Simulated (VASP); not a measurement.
Write the native input for VASP 6.6.1 that does the following.

```
Task                   : single point
Functional             : LDA
Potentials or basis    : VASP PAW LDA potentials, release 64 (Ga_d, As)
Cutoff                 : 520 eV
k mesh                 : 11 × 11 × 11
Occupations            : fermi-dirac, width 0.05 eV
Spin                   : no spin polarisation
Dipole correction      : no
Further INCAR settings : ALGO = Normal; EDIFF = 1e-06; NBANDS = 16
```

The structure of GaAs lies in POSCAR:

```
GaAs
1.0
    0.0000000000      2.7691429914      2.7691429914
    2.7691429914      0.0000000000      2.7691429914
    2.7691429914      2.7691429914      0.0000000000
Ga As
1 1
Direct
    0.0000000000      0.0000000000      0.0000000000
    0.7500000000      0.7500000000      0.7500000000
```

This cell differs from its parent crystal: volume scaled by 0.94.

One way to write it, as run:

INCAR

```
PREC = Accurate
ENCUT = 520
EDIFF = 1E-6
ISMEAR = -1
SIGMA = 0.05
LREAL = F
LASPH = T
NELM = 100
ALGO = Normal
ISIF = 2
LWAVE = F
LCHARG = F
NBANDS = 16
```

KPOINTS

```
regular mesh
0
Gamma
  11 11 11
```

Potentials or basis: VASP PAW LDA potentials, release 64 (Ga_d, As).

Launch:

```console
$ cat potpaw_LDA.64/Ga_d/POTCAR potpaw_LDA.64/As/POTCAR > POTCAR
$ mpirun -np 1 vasp_std > vasp.out
```

It gave:

| Item | Value |
| --- | --- |
| Pressure | 3.2 GPa |
| Band gap on the k mesh | 0.81 eV, direct |

Wall time 59 s on 1 thread of AMD EPYC 7R13, on a shared host, peak memory 0.14 GiB.
